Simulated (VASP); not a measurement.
Write the native input for VASP 6.6.1 that does the following.

- Task: single point
- Functional: PBE
- Potentials or basis: VASP PAW PBE potentials, release 64 (Ta_sv_GW, H, O)
- Cutoff: 700 eV
- k mesh: 6 × 6 × 4
- Occupations: gaussian, width 0.1 eV
- Spin: no spin polarisation
- Dipole correction: no
- Further INCAR settings: ALGO = Normal; EDIFF = 1e-06; NBANDS = 21

The structure of TaHO2 lies in POSCAR:

```
TaHO2
1.0
    2.9404304558      0.0000000000      0.0000000000
   -1.4702152279      2.5464874728      0.0000000000
    0.0000000000      0.0000000000      5.6200090400
Ta H O
1 1 2
Direct
    0.3333333333      0.6666666667      0.0000000000
    0.6666666667      0.3333333333      0.5000000000
    0.0000000000      0.0000000000      0.2195824288
    0.0000000000      0.0000000000      0.7804175712
```

The input as run:

INCAR

```
SYSTEM = TaHO2
ALGO = Normal
EDIFF = 1E-6
ENCUT = 700
GGA = PE
GGA_COMPAT = .False.
ISIF = 2
ISMEAR = 0
LASPH = .True.
LCHARG = .True.
LELF = .True.
LREAL = .False.
LVHAR = .True.
LWAVE = .False.
NBANDS = 21
NELM = 120
PREC = Accurate
SIGMA = 0.1
```

KPOINTS

```
k-points
0
Gamma
  6 6 4
  0 0 0
```

Potentials or basis: VASP PAW PBE potentials, release 64 (Ta_sv_GW, H, O).

Launch:

```bash
$ cat potpaw_PBE.64/Ta_sv_GW/POTCAR potpaw_PBE.64/H/POTCAR potpaw_PBE.64/O/POTCAR > POTCAR
$ mpirun -np 1 vasp_std > vasp.out
```

It gave:

- Pressure: 0.2 GPa
- Largest force: 0.050 eV/Å
- Band gap on the k mesh: zero (bands 13 and 14 overlap by 0.77 eV)

Caveat: the k points lie up to 0.41 Å⁻¹ apart, too coarse for converged energies and pressures of a metal; spin-orbit coupling is left out, which moves the levels of the heavy elements.

It took 38 s on 1 thread of Intel(R) Xeon(R) 6975P-C (Granite Rapids) (shared host), peak memory 0.21 GiB.
